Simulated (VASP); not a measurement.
# LiB2 (P-6m2) in VASP: further runs

The runs below take LiB2 through single point, relaxation of cell and atoms, with PBE.

Program: VASP 6.6.1. These are calculated values, not measurements. Logs are shortened: lines on timing, memory, paths and dates and some standing lists are left out, and cuts for length are marked.

## 1. The cell of the first run

Symmetry: P-6m2, No. 187, hexagonal system. Conventional cell: a = 2.268 Å, b = 2.268 Å, c = 5.294 Å, α = 90.00°, β = 90.00°, γ = 120.00°. Within 3.0 Å of Li (site symmetry -6m2) lie 6 B at 2.24 Å and 6 Li at 2.27 Å. B (site symmetry 3m) has 1 B at 1.67 Å within 2.2 Å.

## 2. Single point, PBE

Input file INCAR:

```
  ALGO = Normal
  EDIFF = 1E-6
  ENCUT = 520
  GGA = PE
  ISIF = 2
  ISMEAR = 0
  LASPH = T
  LCHARG = F
  LREAL = F
  LWAVE = F
  NBANDS = 12
  NELM = 100
  PREC = Accurate
  SIGMA = 0.1
```

Input file KPOINTS:

```
k-points
0
Gamma
  6 6 4
```

Input file POSCAR:

```
LiB2
1.0
    2.2681459040      0.0000000000      0.0000000000
   -1.1340729520      1.9642719724      0.0000000000
    0.0000000000      0.0000000000      5.2940775699
Li B
1 2
Direct
    0.0000000000      0.0000000000      0.0000000000
    0.6666666667      0.3333333333      0.6576030198
    0.6666666667      0.3333333333      0.3423969802
```

Potentials or basis: VASP PAW PBE potentials, release 64 (Li_sv, B).

Started as:

```sh
$ cat potpaw_PBE.64/Li_sv/POTCAR potpaw_PBE.64/B/POTCAR > POTCAR
$ mpirun -np 1 vasp_std > vasp.out
```

OUTCAR:

```text
EDIFF = 1E-6
   ENCUT = 520
   GGA = PE
   ISIF = 2
   ISMEAR = 0
   LASPH = T
   LREAL = F
   NELM = 100
   PREC = Accurate

 ion  position               nearest neighbor table
   1  0.000  0.000  0.000-   2 2.24   3 2.24   2 2.24   3 2.24   2 2.24   3 2.24
   2  0.667  0.333  0.658-   3 1.67   1 2.24   1 2.24   1 2.24
   3  0.667  0.333  0.342-   2 1.67   1 2.24   1 2.24   1 2.24

  LATTYP: Found a hexagonal cell.
 ALAT       =     2.2681459040
 C/A-ratio  =     2.3340992132

  Lattice vectors:

 A1 = (   2.2681459040,   0.0000000000,   0.0000000000)
 A2 = (  -1.1340729520,   1.9642719724,   0.0000000000)
 A3 = (   0.0000000000,   0.0000000000,   5.2940775699)

Analysis of symmetry for initial positions (statically):
=====================================================================
 Subroutine PRICEL returns:
 Original cell was already a primitive cell.

 Routine SETGRP: Setting up the symmetry group for a
 hexagonal supercell.

 Subroutine GETGRP returns: Found 12 space group operations
 (whereof 12 operations were pure point group operations)
 out of a pool of 24 trial point group operations.

The static configuration has the point symmetry D_3h.

Analysis of symmetry for dynamics (positions and initial velocities):
=====================================================================
 Subroutine PRICEL returns:
 Original cell was already a primitive cell.

 Routine SETGRP: Setting up the symmetry group for a
 hexagonal supercell.

 Subroutine GETGRP returns: Found 12 space group operations
 (whereof 12 operations were pure point group operations)
 out of a pool of 24 trial point group operations.

The dynamic configuration has the point symmetry D_3h.

 Subroutine INISYM returns: Found 12 space group operations
 (whereof 12 operations are pure point group operations),
 and found     1 'primitive' translations

----------------------------------------------------------------------------------------

                                     Primitive cell

  volume of cell :      23.5865

  direct lattice vectors                    reciprocal lattice vectors
     2.268145904  0.000000000  0.000000000     0.440888745  0.254547235  0.000000000
    -1.134072952  1.964271972  0.000000000     0.000000000  0.509094471  0.000000000
     0.000000000  0.000000000  5.294077570     0.000000000  0.000000000  0.188890319

  length of vectors
     2.268145904  2.268145904  5.294077570     0.509094471  0.509094471  0.188890319

  position of ions in fractional coordinates (direct lattice)
     0.000000000  0.000000000  0.000000000
     0.666666667  0.333333333  0.657603020
     0.666666667  0.333333333  0.342396980

  ion indices of the primitive-cell ions
   primitive index   ion index
                 1           1
                 2           2
                 3           3

----------------------------------------------------------------------------------------

 KPOINTS: k-points

Automatic generation of k-mesh.
 Grid dimensions read from file:
 generate k-points for:    6    6    4

 Generating k-lattice:

  Cartesian coordinates                     Fractional coordinates (reciprocal lattice)
     0.073481457  0.042424539  0.000000000     0.166666667  0.000000000  0.000000000
     0.000000000  0.084849078  0.000000000     0.000000000  0.166666667  0.000000000
     0.000000000  0.000000000  0.047222580     0.000000000  0.000000000  0.250000000

  Length of vectors
     0.084849078  0.084849078  0.047222580

  Shift w.r.t. Gamma in fractional coordinates (k-lattice)
     0.000000000  0.000000000  0.000000000

 Subroutine IBZKPT returns following result:
 ===========================================

 Found     21 irreducible k-points:

 Following reciprocal coordinates:
            Coordinates               Weight
  0.000000  0.000000  0.000000      1.000000
  0.166667  0.000000  0.000000      6.000000
  0.333333  0.000000  0.000000      6.000000
  0.500000  0.000000  0.000000      3.000000
  0.166667  0.166667  0.000000      6.000000
  0.333333  0.166667  0.000000     12.000000
[... 13 lines left out ...]
  0.333333  0.166667  0.500000     12.000000
  0.333333  0.333333  0.500000      2.000000
   k-points           NKPTS =     21   k-points in BZ     NKDIM =     21   number of bands    NBANDS=     12
   number of dos      NEDOS =    301   number of ions     NIONS =      3
   total plane-waves  NPLWV =  12960
   dimension x,y,z NGX =    18 NGY =   18 NGZ =   40
   dimension x,y,z NGXF=    36 NGYF=   36 NGZF=   80
   ions per type =               1   2
   NGX,Y,Z   is equivalent  to a cutoff of  13.19, 13.19, 12.56 a.u.
   NGXF,Y,Z  is equivalent  to a cutoff of  26.39, 26.39, 25.12 a.u.
 SYSTEM =  unknown system
   PREC   = accura    normal or accurate (medium, high low for compatibility)
   ISTART =      0    job   : 0-new  1-cont  2-samecut
   ICHARG =      2    charge: 1-file 2-atom 10-const
   ISPIN  =      1    spin polarized calculation?
   LNONCOLLINEAR =      F non collinear calculations
   LSORBIT =      F    spin-orbit coupling
   LASPH  =      T    aspherical Exc in radial PAW
   ENCUT  =  520.0 eV  38.22 Ry    6.18 a.u.   4.22  4.22  9.84*2*pi/ulx,y,z
   NELM   =    100;   NELMIN=  2; NELMDL= -5     # of ELM steps
   EDIFF  = 0.1E-05   stopping-criterion for ELM
   LREAL  =      F    real-space projection
   EDIFFG = 0.1E-04   stopping-criterion for IOM
   NSW    =      0    number of steps for IOM
   IBRION =     -1    ionic relax: 0-MD 1-quasi-New 2-CG
   NFREE  =      0    steps in history (QN), initial steepest desc. (CG)
   ISIF   =      2    stress and relaxation
   ISYM   =      2    0-nonsym 1-usesym 2-fastsym
   POTIM  = 0.5000    time-step for ionic-motion
   TEBEG  =    0.0;   TEEND  =   0.0 temperature during run
   PSTRESS=    0.0 pullay stress
   NELECT =       9.0000    total number of electrons
   NUPDOWN=      -1.0000    fix difference up-down
   EMIN   =  10.00;   EMAX   =-10.00  energy-range for DOS
   EFERMI =   0.00;   METHOD = LEGACY
   ISMEAR =     0;   SIGMA  =   0.10  broadening in eV -4-tet -1-fermi 0-gaus
   EFERMI_NEDOS =   21; number of points for ismear=-14 and -15
   IALGO  =     38    algorithm
   IMIX   =      4    mixing-type and parameters
     AMIX     =   0.40;   BMIX     =  1.00
     AMIX_MAG =   1.60;   BMIX_MAG =  1.00
  volume/ion in A,a.u.               =       7.86        53.06
  Fermi-wavevector in a.u.,A,eV,Ry     =   1.187412  2.243883 19.183491  1.409947
  Thomas-Fermi vector in A             =   2.323564
   LORBIT       =      0    0 simple, 1 ext, 2 COOP (PROOUT), +10 PAW based schemes
   GGA     = PE    functional components
   LHFCALC =     F    Hartree Fock is set to
   AEXX    =    0.0000 exact exchange contribution
   IVDW    =     0    specifies the selected vdW correction
   LEPSILON=     F    determine dielectric tensor
   LRPA    =     F    only Hartree local field effects (RPA)
 non-spin polarized calculation
 Gauss-broadening in eV      SIGMA  =   0.10
  energy-cutoff  :      520.00
  volume of cell :       23.59
 maximum number of plane-waves:       656
 NGX is ok and might be reduce to    18
   NGX =  9   NGY =  9   NGZ = 19

 number of electron       8.9999992 magnetization

 Free energy of the ion-electron system (eV)
  ---------------------------------------------------
  ext. energy  EPLUGINS =         0.00000000
  ---------------------------------------------------
  free energy    TOTEN  =       -12.67631117 eV

  energy without entropy =      -12.67102970  energy(sigma->0) =      -12.67367044

 E-fermi :   5.7115     XC(G=0): -11.0733

 val. band max:        5.6279322741   @ k =   0.3333   0.3333   0.0000
 cond. band min:       5.7239999111   @ k =   0.3333   0.0000   0.2500
 fundamental gap:      0.0960676370
 Fermi energy:         5.7114541427

 k-point     1 :       0.0000    0.0000    0.0000
  band No.  band energies     occupation
      1     -39.9296      2.00000
      2      -8.1756      2.00000
      3      -3.7230      2.00000
      4      -0.0642      2.00000
      5      11.8433      0.00000
      6      13.1275      0.00000
      7      15.6921      0.00000
      8      15.6921      0.00000
      9      18.9210      0.00000
     10      18.9210      0.00000
     11      26.1480      0.00000
     12      29.1947      0.00000

 k-point     2 :       0.1667    0.0000    0.0000
  band No.  band energies     occupation
      1     -39.8647      2.00000
      2      -7.3022      2.00000
      3      -2.8398      2.00000
      4       0.6301      2.00000
      5      11.3153      0.00000
      6      12.1630      0.00000
      7      14.2709      0.00000
      8      14.3353      0.00000
      9      16.8920      0.00000
     10      17.7438      0.00000
     11      24.2336      0.00000
     12      25.9809      0.00000

 k-point     3 :       0.3333    0.0000    0.0000
  band No.  band energies     occupation
      1     -39.7339      2.00000
      2      -4.6940      2.00000
      3      -0.2313      2.00000
      4       2.4517      2.00000
      5       5.5099      1.99563
      6       9.4898      0.00000
      7      12.3791      0.00000
      8      13.3817      0.00000
      9      15.9663      0.00000
     10      16.2766      0.00000
     11      18.3831      0.00000
     12      23.1160      0.00000
[... 241 lines left out ...]
 k-point    20 :       0.3333    0.1667    0.5000
  band No.  band energies     occupation
      1     -39.6684      2.00000
      2      -2.0354      2.00000
      3       1.5599      2.00000
      4       2.8491      2.00000
      5       6.0859      0.00000
      6       6.2624      0.00000
      7       8.5373      0.00000
      8      10.7165      0.00000
      9      13.0611      0.00000
     10      16.3928      0.00000
     11      18.0896      0.00000
     12      23.0681      0.00000

 k-point    21 :       0.3333    0.3333    0.5000
  band No.  band energies     occupation
      1     -39.6357      2.00000
      2       2.0347      2.00000
      3       2.1985      2.00000
      4       2.3650      2.00000
      5       5.0256      2.00000
      6       5.3632      2.00000
      7       6.3825      0.00000
      8       8.1738      0.00000
      9      13.5183      0.00000
     10      16.1961      0.00000
     11      17.0007      0.00000
     12      18.9738      0.00000

------------------------ aborting loop because EDIFF is reached ----------------------------------------

  FORCE on cell =-STRESS in cart. coord.  units (eV):
  Direction    XX          YY          ZZ          XY          YZ          ZX
  --------------------------------------------------------------------------------------
  -------------------------------------------------------------------------------------
  Total       -0.0021625     -0.0021625      0.0614093      0.0000000      0.0000000      0.0000000
  in kB       -0.1468963     -0.1468963      4.1713999      0.0000000      0.0000000      0.0000000
  external PRESSURE =       1.2925358 kB  Pullay stress =       0.0000000 kB

 VOLUME and BASIS-vectors are now :
 -----------------------------------------------------------------------------
  energy-cutoff  :      520.00
  volume of cell :       23.59
      direct lattice vectors                 reciprocal lattice vectors
     2.268145904  0.000000000  0.000000000     0.440888745  0.254547235  0.000000000
    -1.134072952  1.964271972  0.000000000     0.000000000  0.509094471  0.000000000
     0.000000000  0.000000000  5.294077570     0.000000000  0.000000000  0.188890319

 POSITION                                       TOTAL-FORCE (eV/Angst)
 -----------------------------------------------------------------------------------
      0.00000      0.00000      0.00000         0.000000     -0.000000      0.000000
      1.13407      0.65476      3.48140         0.000000      0.000000      0.002870
      1.13407      0.65476      1.81268        -0.000000      0.000000     -0.002870
 -----------------------------------------------------------------------------------
    total drift:                               -0.000000      0.000000      0.000000

  FREE ENERGIE OF THE ION-ELECTRON SYSTEM (eV)
  ---------------------------------------------------
  free  energy   TOTEN  =       -12.6763111748 eV

  energy  without entropy=      -12.6710297046  energy(sigma->0) =      -12.67367044
```

Wall time 8.8 s (1 thread of AMD EPYC 7R43 (Zen 3), shared host); peak memory 0.09 GiB.

What came out:

```
Free energy : -12.6763 eV
```

Forces on the atoms (eV/Å):
```
Li   0.000  0.000  0.000
B    0.000  0.000  0.003
B    0.000  0.000 -0.003
```

Caveat: the k points lie up to 0.53 Å⁻¹ apart; the cutoff is under 1.25 times the usual one of these potentials, so pressure, stress and relaxed cells hold a basis-set (Pulay) error.

(Part 1 of 2 ends here.)
